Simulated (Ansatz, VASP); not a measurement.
**One calculation of TaPb, two programs**

File INCAR:

```
PREC = Accurate ; ENCUT = 600
EDIFF = 1E-6 ; ISMEAR = 0
SIGMA = 0.1 ; LREAL = False
LASPH = True ; NELM = 80
ALGO = Fast ; ISIF = 3
LWAVE = False ; LCHARG = False
GGA = PE ; IBRION = 2
NSW = 90 ; EDIFFG = -0.04
```

Contents of KPOINTS:

```
Automatic mesh
0
Gamma
  6 6 4
```

File POSCAR:

```
TaPb
1.0
    3.5698506754      0.0000000000      0.0000000000
    0.0000000000      3.5698506754      0.0000000000
    0.0000000000      0.0000000000      7.2774815532
Ta Pb
2 2
Direct
    0.0000000000      0.5000000000      0.0885524411
    0.5000000000      0.0000000000      0.9114475589
    0.0000000000      0.5000000000      0.6651672662
    0.5000000000      0.0000000000      0.3348327338
```

Input for Ansatz:

```yaml
crystal:
  lattice:
    - [3.5698506754, 0.0, 0.0]
    - [0.0, 3.5698506754, 0.0]
    - [0.0, 0.0, 7.2774815532]
  atoms:
    - { symbol: Ta, position: [0.0, 0.5, 0.0885524411] }
    - { symbol: Ta, position: [0.5, 0.0, 0.9114475589] }
    - { symbol: Pb, position: [0.0, 0.5, 0.6651672662] }
    - { symbol: Pb, position: [0.5, 0.0, 0.3348327338] }
basis:
  ecutwfc: 420
kpoints:
  mp_grid: { grid: [6, 6, 4] }
hamiltonian:
  xc: pbe
scf:
  occupations: { method: gaussian, width: 0.1 }
  lower_state_search: "off"
output:
  forces: true
  stress: true
  eigenvalues: true
relax:
  adjacent_minimum: "off"
  f_tol: 0.04
  max_steps: 70
  cell: { stress_tol: 0.4 }
```

Change from the starting cell: the structure that the rattled cell fell into.

Alike in both runs: task relaxation of cell and atoms; functional PBE; k mesh 6 × 6 × 4; occupations gaussian, width 0.1 eV; no spin polarisation.

|  | VASP | Ansatz |
| --- | --- | --- |
| version | VASP 6.6.1 | Ansatz 0.2.0 |
| potentials or method | VASP PAW PBE potentials, release 64 (Ta_pv, Pb_d), cutoff 600 eV | scalar-relativistic, plane waves, PAW |
| valence electrons in the cell | 50 | 54 |

Ansatz gave:

```
gap on the k mesh at the Fermi level, each at its own relaxed structure (eV) : none
relaxed volume (Å³/atom)                                                     : 25.20
relaxed cell length with the largest relative difference (Å)                 : 3.507
```

**Question.** What did VASP give for the same quantities?

**Answer.** gap on the k mesh at the Fermi level, each at its own relaxed structure (eV): none; relaxed volume (Å³/atom): 25.11; relaxed cell length with the largest relative difference (Å): 3.503.

A gap of «none» marks a metal or a gap that the smearing closes. VASP's potentials hold 50 valence electrons a cell and Ansatz's 54, so a difference there can come from the potentials and not from the codes.

Spin-orbit coupling is off throughout.
